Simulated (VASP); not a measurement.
# SnO2 (I4_1/amd) in VASP: notebook

SnO2 is run at these levels: PBEsol; tasks: single point.

All numbers are computed with VASP 6.6.1; they aren't measurements. Logs are shortened: lines on timing, memory, paths and dates and some standing lists are left out, and cuts for length are marked.

## Step 1: The cell of the first run

Symmetry: I4_1/amd, No. 141, tetragonal system. Conventional cell: a = 4.000 Å, b = 4.000 Å, c = 10.247 Å, α = 90.00°, β = 90.00°, γ = 90.00°. Sn (site symmetry -4m2) has 6 O at 2.06 to 2.09 Å within 2.7 Å. O (site symmetry 2mm) has 3 Sn at 2.06 to 2.09 Å and 2 O at 2.57 Å within 2.7 Å.

## Step 2: Single point, PBEsol

Input file INCAR:

```
  ALGO = Normal
  EDIFF = 1E-6
  ENCUT = 520
  GGA = PS
  ISIF = 2
  ISMEAR = 0
  LASPH = T
  LCHARG = T
  LELF = T
  LREAL = F
  LVHAR = T
  LWAVE = F
  NBANDS = 35
  NELM = 80
  PREC = Accurate
  SIGMA = 0.1
```

Input file KPOINTS:

```
k-points
0
Gamma
  6 6 6
```

Input file POSCAR:

```
SnO2
1.0
   -2.0000686112      2.0000686112      5.1236788559
    2.0000686112     -2.0000686112      5.1236788559
    2.0000686112      2.0000686112     -5.1236788559
Sn O
2 4
Direct
    0.7500000000      0.2500000000      0.5000000000
    0.0000000000      0.0000000000      0.0000000000
    0.7965225900      0.7965225900      0.0000000000
    0.9534774100      0.4534774100      0.5000000000
    0.2034774100      0.2034774100      0.0000000000
    0.5465225900      0.0465225900      0.5000000000
```

Potentials or basis: VASP PAW PBE potentials, release 64 (Sn_d, O).

Run with:

```bash
$ cat potpaw_PBE.64/Sn_d/POTCAR potpaw_PBE.64/O/POTCAR > POTCAR
$ mpirun -np 1 vasp_std > vasp.out
```

OUTCAR:

```text
EDIFF = 1E-6
   ENCUT = 520
   GGA = PS
   ISIF = 2
   ISMEAR = 0
   LASPH = T
   LREAL = F
   NELM = 80
   PREC = Accurate

 ion  position               nearest neighbor table
   1  0.750  0.250  0.500-   3 2.06   5 2.06   3 2.06   5 2.06   4 2.09   6 2.09   2 3.25   2 3.25
                             2 3.25   2 3.25
   2  0.000  0.000  0.000-   6 2.06   4 2.06   6 2.06   4 2.06   3 2.09   5 2.09   1 3.25   1 3.25
                             1 3.25   1 3.25
   3  0.797  0.797  0.000-   1 2.06   1 2.06   2 2.09
   4  0.953  0.453  0.500-   2 2.06   2 2.06   1 2.09
   5  0.203  0.203  0.000-   1 2.06   1 2.06   2 2.09
   6  0.547  0.047  0.500-   2 2.06   2 2.06   1 2.09

  LATTYP: Found a body centered tetragonal cell.
 ALAT       =     4.0001372224
 C/A-ratio  =     2.5617515455

  Lattice vectors:

 A1 = (  -2.0000686112,   2.0000686112,   5.1236788559)
 A2 = (   2.0000686112,  -2.0000686112,   5.1236788559)
 A3 = (   2.0000686112,   2.0000686112,  -5.1236788559)

Analysis of symmetry for initial positions (statically):
=====================================================================
 Subroutine PRICEL returns:
 Original cell was already a primitive cell.

 Routine SETGRP: Setting up the symmetry group for a
 body centered tetragonal supercell.

 Subroutine GETGRP returns: Found 16 space group operations
 (whereof  8 operations were pure point group operations)
 out of a pool of 16 trial point group operations.

The static configuration has the point symmetry D_2d.
 The point group associated with its full space group is D_4h.

Analysis of symmetry for dynamics (positions and initial velocities):
=====================================================================
 Subroutine PRICEL returns:
 Original cell was already a primitive cell.

 Routine SETGRP: Setting up the symmetry group for a
 body centered tetragonal supercell.

 Subroutine GETGRP returns: Found 16 space group operations
 (whereof  8 operations were pure point group operations)
 out of a pool of 16 trial point group operations.

The dynamic configuration has the point symmetry D_2d.
 The point group associated with its full space group is D_4h.

 Subroutine INISYM returns: Found 16 space group operations
 (whereof  8 operations are pure point group operations),
 and found     1 'primitive' translations

----------------------------------------------------------------------------------------

                                     Primitive cell

  volume of cell :      81.9845

  direct lattice vectors                    reciprocal lattice vectors
    -2.000068611  2.000068611  5.123678856     0.000000000  0.249991424  0.097586132
     2.000068611 -2.000068611  5.123678856     0.249991424  0.000000000  0.097586132
     2.000068611  2.000068611 -5.123678856     0.249991424  0.249991424  0.000000000

  length of vectors
     5.852574982  5.852574982  5.852574982     0.268363122  0.268363122  0.353541262

  position of ions in fractional coordinates (direct lattice)
     0.750000000  0.250000000  0.500000000
     0.000000000  0.000000000  0.000000000
     0.796522590  0.796522590  0.000000000
     0.953477410  0.453477410  0.500000000
     0.203477410  0.203477410  0.000000000
     0.546522590  0.046522590  0.500000000

  ion indices of the primitive-cell ions
   primitive index   ion index
                 1           1
                 2           2
                 3           3
                 4           4
                 5           5
                 6           6

----------------------------------------------------------------------------------------

 KPOINTS: k-points

Automatic generation of k-mesh.
 Grid dimensions read from file:
 generate k-points for:    6    6    6

 Generating k-lattice:

  Cartesian coordinates                     Fractional coordinates (reciprocal lattice)
     0.000000000  0.041665237  0.016264355     0.166666667  0.000000000  0.000000000
     0.041665237  0.000000000  0.016264355     0.000000000  0.166666667  0.000000000
[... 48 lines left out ...]

 number of electron      52.0000007 magnetization

 Free energy of the ion-electron system (eV)
  ---------------------------------------------------
  ext. energy  EPLUGINS =         0.00000000
  ---------------------------------------------------
  free energy    TOTEN  =       -39.21878147 eV

  energy without entropy =      -39.21878147  energy(sigma->0) =      -39.21878147

 E-fermi :   4.4544     XC(G=0): -10.5526

 val. band max:        3.9132549702   @ k =   0.3333   0.3333   0.1667
 cond. band min:       5.4797989693   @ k =   0.0000   0.0000   0.0000
 fundamental gap:      1.5665439991
 Fermi energy:         4.4544353349

 k-point     1 :       0.0000    0.0000    0.0000
  band No.  band energies     occupation
      1     -16.3968      2.00000
      2     -16.3864      2.00000
      3     -16.2474      2.00000
      4     -15.6692      2.00000
      5     -15.5707      2.00000
      6     -15.5707      2.00000
[... 27 lines left out ...]
     34      16.2119      0.00000
     35      16.2382      0.00000

 k-point     2 :       0.1667    0.0000    0.0000
  band No.  band energies     occupation
      1     -16.4282      2.00000
      2     -16.2775      2.00000
      3     -16.1963      2.00000
      4     -15.6818      2.00000
      5     -15.5769      2.00000
      6     -15.5650      2.00000
[... 27 lines left out ...]
     34      15.4215      0.00000
     35      15.7701      0.00000

 k-point     3 :       0.3333    0.0000    0.0000
  band No.  band energies     occupation
      1     -16.4248      2.00000
      2     -16.2070      2.00000
      3     -16.0029      2.00000
      4     -15.7103      2.00000
      5     -15.5881      2.00000
      6     -15.5521      2.00000
[... 27 lines left out ...]
     34      15.1719      0.00000
     35      15.7282      0.00000
[... 723 lines left out ...]
 k-point    23 :      -0.3333   -0.3333    0.1667
  band No.  band energies     occupation
      1     -16.4801      2.00000
      2     -16.3698      2.00000
      3     -15.9260      2.00000
      4     -15.6403      2.00000
      5     -15.5738      2.00000
      6     -15.5560      2.00000
[... 27 lines left out ...]
     34      15.5964      0.00000
     35      16.3599      0.00000

 k-point    24 :      -0.1667   -0.3333    0.1667
  band No.  band energies     occupation
      1     -16.5156      2.00000
      2     -16.3543      2.00000
      3     -16.0593      2.00000
      4     -15.5992      2.00000
      5     -15.5938      2.00000
      6     -15.5755      2.00000
[... 27 lines left out ...]
     34      15.7906      0.00000
     35      15.8167      0.00000

 [... further k-points ...]

------------------------ aborting loop because EDIFF is reached ----------------------------------------

  FORCE on cell =-STRESS in cart. coord.  units (eV):
  Direction    XX          YY          ZZ          XY          YZ          ZX
  --------------------------------------------------------------------------------------
  -------------------------------------------------------------------------------------
  Total        0.7946580      0.7946580      0.3391228      0.0000000      0.0000000      0.0000000
  in kB       15.5295598     15.5295598      6.6272885      0.0000000      0.0000000      0.0000000
  external PRESSURE =      12.5621360 kB  Pullay stress =       0.0000000 kB

 VOLUME and BASIS-vectors are now :
 -----------------------------------------------------------------------------
  energy-cutoff  :      520.00
  volume of cell :       81.98
      direct lattice vectors                 reciprocal lattice vectors
    -2.000068611  2.000068611  5.123678856     0.000000000  0.249991424  0.097586132
     2.000068611 -2.000068611  5.123678856     0.249991424  0.000000000  0.097586132
     2.000068611  2.000068611 -5.123678856     0.249991424  0.249991424  0.000000000

 POSITION                                       TOTAL-FORCE (eV/Angst)
 -----------------------------------------------------------------------------------
     -0.00000      2.00007      2.56184        -0.000000     -0.000000     -0.000000
      0.00000      0.00000      0.00000        -0.000000     -0.000000      0.000000
      0.00000      0.00000      8.16225         0.000000     -0.000000      0.056235
      0.00000      2.00007      4.64695        -0.000000      0.000000     -0.056235
      0.00000      0.00000      2.08511         0.000000     -0.000000     -0.056235
      0.00000      2.00007      0.47673        -0.000000      0.000000      0.056235
 -----------------------------------------------------------------------------------
    total drift:                               -0.000000      0.000000     -0.000000

  FREE ENERGIE OF THE ION-ELECTRON SYSTEM (eV)
  ---------------------------------------------------
  free  energy   TOTEN  =       -39.2187814687 eV

  energy  without entropy=      -39.2187814687  energy(sigma->0) =      -39.21878147
```

It took 2.5 min on 1 thread of Intel Xeon Platinum 8259CL at 2.50GHz (Skylake/Cascade Lake), shared host; peak memory 0.34 GiB.

Results:

```yaml
Free_energy: -39.2188 eV
Pressure: 1.3 GPa
Largest_force: 0.056 eV/Å
Band_gap_on_the_k_mesh: 1.57 eV, indirect (least direct gap 1.94 eV)
```

Forces on the atoms (eV/Å):
```
Sn   0.000  0.000  0.000
Sn   0.000  0.000  0.000
O    0.000  0.000  0.056
O    0.000  0.000 -0.056
O    0.000  0.000 -0.056
O    0.000  0.000  0.056
```

Caveat: the PAW data sets were made with another functional, which shifts forces and pressure a little; spin-orbit coupling is left out, which moves the levels of the heavy elements. A k mesh can miss the band edges.

## Step 3: Single point, PBEsol (volume scaled by 0.88, then relaxed in part)

Input file INCAR:

```
PREC     = Accurate       # precision mode
ENCUT    = 520            # plane-wave cutoff, eV
EDIFF    = 1E-6           # SCF threshold, eV
ISMEAR   = 0              # smearing method
SIGMA    = 0.02           # smearing width, eV
LREAL    = F              # projectors in reciprocal space
LASPH    = T              # aspherical terms in the spheres
NELM     = 100            # most SCF steps
ALGO     = Normal         # electronic algorithm
ISIF     = 2              # what is computed and relaxed
LWAVE    = F              # write WAVECAR
LCHARG   = F              # write CHGCAR
GGA      = PS             # functional
NBANDS   = 35             # bands
```

Input file KPOINTS:

```
regular mesh
0
Gamma
  10 10 10
```

Input file POSCAR:

```
SnO2
1.0
   -1.9565709565      1.9565709565      4.7387924388
    1.9565709565     -1.9565709565      4.7387924388
    1.9565709565      1.9565709565     -4.7387924388
Sn O
2 4
Direct
    0.7500000000      0.2500000000      0.5000000000
    0.0000000000      0.0000000000      0.0000000000
    0.7862920181      0.7862920181      0.0000000000
    0.9637079819      0.4637079819      0.5000000000
    0.2137079819      0.2137079819      0.0000000000
    0.5362920181      0.0362920181      0.5000000000
```

Potentials or basis: VASP PAW PBE potentials, release 64 (Sn_d, O).

Run with:

```bash
$ cat potpaw_PBE.64/Sn_d/POTCAR potpaw_PBE.64/O/POTCAR > POTCAR
$ mpirun -np 1 vasp_std > vasp.out
```

Run time: 5.2 min. Hardware: 1 thread of Intel Xeon Platinum 8259CL at 2.50GHz (Skylake/Cascade Lake), shared host; peak memory 0.39 GiB.

It converged, with:

- Free energy: -38.4965 eV
- Pressure: 24.5 GPa
- Largest force: 0.039 eV/Å
- Band gap on the k mesh: 2.55 eV, indirect (least direct gap 3.30 eV)

Forces on the atoms (eV/Å):
```
Sn   0.000  0.000  0.000
Sn   0.000  0.000  0.000
O    0.000  0.000 -0.039
O    0.000  0.000  0.039
O    0.000  0.000  0.039
O    0.000  0.000 -0.039
```

Stress tensor (GPa, compression positive):
```
24.34  0.00  0.00
 0.00 24.34  0.00
 0.00  0.00 24.68
```

Levels at points of the mesh, in eV from the valence-band top:
| k point | band 23 | band 24 | band 25 | band 26 | band 27 | band 28 | band 29 | band 30 |
| --- | --- | --- | --- | --- | --- | --- | --- | --- |
| (0.00, 0.00, 0.00) | -0.87 | -0.87 | -0.75 | -0.75 | 2.55 | 6.03 | 9.84 | 11.05 |
| (0.50, 0.00, 0.00) | -1.09 | -0.99 | -0.85 | -0.60 | 6.11 | 7.18 | 8.47 | 9.32 |
| (0.50, 0.50, 0.00) | -0.86 | -0.86 | -0.05 | -0.05 | 7.83 | 7.83 | 8.59 | 8.59 |
| (0.50, 0.50, 0.50) | -1.16 | -1.16 | -0.59 | -0.59 | 4.89 | 4.89 | 8.26 | 8.26 |

Caveat: the PAW data sets were made with another functional, which shifts forces and pressure a little; spin-orbit coupling is left out, which moves the levels of the heavy elements. A k mesh can miss the band edges.

## Step 4: Single point, PBEsol (volume scaled by 0.91, then relaxed in part)

Input file INCAR:

```
ALGO = Normal ; EDIFF = 1E-7
ENCUT = 520 ; GGA = PS
ISIF = 2 ; ISMEAR = 0
LASPH = T ; LCHARG = T
LELF = T ; LREAL = F
LVHAR = T ; LWAVE = F
NBANDS = 35 ; NELM = 60
PREC = Accurate ; SIGMA = 0.02
```

Input file KPOINTS:

```
k-points
0
Gamma
  10 10 10
```

Input file POSCAR:

```
SnO2
1.0
   -1.9648130610      1.9648130610      4.8593159687
    1.9648130610     -1.9648130610      4.8593159687
    1.9648130610      1.9648130610     -4.8593159687
Sn O
2 4
Direct
    0.7500000000      0.2500000000      0.5000000000
    0.0000000000      0.0000000000      0.0000000000
    0.7901387579      0.7901387579      0.0000000000
    0.9598612421      0.4598612421      0.5000000000
    0.2098612421      0.2098612421      0.0000000000
    0.5401387579      0.0401387579      0.5000000000
```

Run with:

```bash
$ cat potpaw_PBE.64/Sn_d/POTCAR potpaw_PBE.64/O/POTCAR > POTCAR
$ mpirun -np 1 vasp_std > vasp.out
```

Run time: 6.4 min. Hardware: 1 thread of Intel Xeon Platinum 8259CL at 2.50GHz (Skylake/Cascade Lake), shared host; peak memory 0.39 GiB.

The run converged. Its results:

```yaml
Free_energy: -38.8215 eV
Pressure: 17.6 GPa
Largest_force: 0.034 eV/Å
Band_gap_on_the_k_mesh: 2.31 eV, indirect (least direct gap 2.94 eV)
```

Forces in eV/Å, atoms in the order of the input:
```
Sn   0.000  0.000  0.000
Sn   0.000  0.000  0.000
O    0.000  0.000 -0.034
O    0.000  0.000  0.034
O    0.000  0.000  0.034
O    0.000  0.000 -0.034
```

Stress tensor (GPa, compression positive):
```
17.49  0.00  0.00
 0.00 17.49  0.00
 0.00  0.00 17.78
```

Levels at points of the mesh, in eV from the valence-band top:
```csv
k point,band 24,band 25,band 26,band 27,band 28,band 29
"(0.00, 0.00, 0.00)",-0.80,-0.62,-0.62,2.31,5.97,9.65
"(0.50, 0.00, 0.00)",-0.92,-0.77,-0.51,5.80,6.91,8.31
"(0.50, 0.50, 0.00)",-0.85,-0.05,-0.05,7.84,7.84,8.28
"(0.50, 0.50, 0.50)",-1.12,-0.49,-0.49,4.77,4.77,8.01
```

Caveat: the PAW data sets were made with another functional, which shifts forces and pressure a little; spin-orbit coupling is left out, which moves the levels of the heavy elements. A k mesh can miss the band edges.

## Step 5: Single point, PBEsol (volume scaled by 0.94, then relaxed in part)

Input file INCAR:

```
PREC     = Accurate       # precision mode
ENCUT    = 520            # plane-wave cutoff, eV
EDIFF    = 1E-7           # SCF threshold, eV
ISMEAR   = 0              # smearing method
SIGMA    = 0.02           # smearing width, eV
LREAL    = False          # projectors in reciprocal space
LASPH    = True           # aspherical terms in the spheres
NELM     = 80             # most SCF steps
ALGO     = Normal         # electronic algorithm
ISIF     = 2              # what is computed and relaxed
LWAVE    = False          # write WAVECAR
LCHARG   = True           # write CHGCAR
GGA      = PS             # functional
LELF     = True           # ELF
LVHAR    = True         
NBANDS   = 35             # bands
```

Input file KPOINTS:

```
regular mesh
0
Gamma
  10 10 10
```

Input file POSCAR:

```
SnO2
1.0
   -1.9763484279      1.9763484279      4.9610893417
    1.9763484279     -1.9763484279      4.9610893417
    1.9763484279      1.9763484279     -4.9610893417
Sn O
2 4
Direct
    0.7500000000      0.2500000000      0.5000000000
    0.0000000000      0.0000000000      0.0000000000
    0.7930464301      0.7930464301      0.0000000000
    0.9569535699      0.4569535699      0.5000000000
    0.2069535699      0.2069535699      0.0000000000
    0.5430464301      0.0430464301      0.5000000000
```

Run with:

```bash
$ cat potpaw_PBE.64/Sn_d/POTCAR potpaw_PBE.64/O/POTCAR > POTCAR
$ mpirun -np 1 vasp_std > vasp.out
```

Run time: 6.2 min. Hardware: 1 thread of Intel Xeon Platinum 8259CL at 2.50GHz (Skylake/Cascade Lake), shared host; peak memory 0.39 GiB.

It converged, with:

```
Free energy            : -39.0444 eV
Pressure               : 11.2 GPa
Largest force          : 0.034 eV/Å
Band gap on the k mesh : 2.06 eV, indirect (least direct gap 2.58 eV)
```

Forces in eV/Å, atoms in the order of the input:
```
Sn   0.000  0.000  0.000
Sn   0.000  0.000  0.000
O    0.000  0.000 -0.034
O    0.000  0.000  0.034
O    0.000  0.000  0.034
O    0.000  0.000 -0.034
```

Stress tensor (GPa, compression positive):
```
11.10  0.00  0.00
 0.00 11.10  0.00
 0.00  0.00 11.45
```

Levels at points of the mesh, in eV from the valence-band top:
| k point | band 22 | band 23 | band 24 | band 25 | band 26 | band 27 | band 28 | band 29 | band 30 | band 31 |
| --- | --- | --- | --- | --- | --- | --- | --- | --- | --- | --- |
| (0.00, 0.00, 0.00) | -1.08 | -0.75 | -0.75 | -0.52 | -0.52 | 2.06 | 5.84 | 9.49 | 10.27 | 10.32 |
| (0.50, 0.00, 0.00) | -1.16 | -0.90 | -0.85 | -0.69 | -0.44 | 5.48 | 6.64 | 8.14 | 8.91 | 10.26 |
| (0.50, 0.50, 0.00) | -0.91 | -0.83 | -0.83 | -0.05 | -0.05 | 7.78 | 7.78 | 7.93 | 7.93 | 9.03 |
| (0.50, 0.50, 0.50) | -2.97 | -1.08 | -1.08 | -0.40 | -0.40 | 4.60 | 4.60 | 7.82 | 7.82 | 12.24 |

Caveat: the PAW data sets were made with another functional, which shifts forces and pressure a little; spin-orbit coupling is left out, which moves the levels of the heavy elements. A k mesh can miss the band edges.

## Step 6: Overview

```tsv
cell	k mesh	smearing	gap on the mesh (eV)	pressure (GPa)	largest force (eV/Å)
a = 5.853 Å, angles 140.0, 140.0, 57.8°, 6 atoms	6 × 6 × 6	gaussian 0.1 eV	1.57	1.3	0.06
a = 5.487 Å, angles 138.2, 138.2, 60.6°, 6 atoms	10 × 10 × 10	gaussian 0.02 eV	2.55	24.5	0.04
a = 5.598 Å, angles 138.9, 138.9, 59.5°, 6 atoms	10 × 10 × 10	gaussian 0.02 eV	2.31	17.6	0.03
a = 5.694 Å, angles 139.4, 139.4, 58.8°, 6 atoms	10 × 10 × 10	gaussian 0.02 eV	2.06	11.2	0.03
```

Alike in all rows: task single point; level PBEsol; potentials or basis VASP PAW PBE potentials, release 64 (Sn_d, O); no spin polarisation; cutoff (eV) 520.

Caveats: the PAW data sets were made with another functional, which shifts forces and pressure a little; spin-orbit coupling is left out, which moves the levels of the heavy elements.

Absolute energies hang on the potentials; compare differences alone.
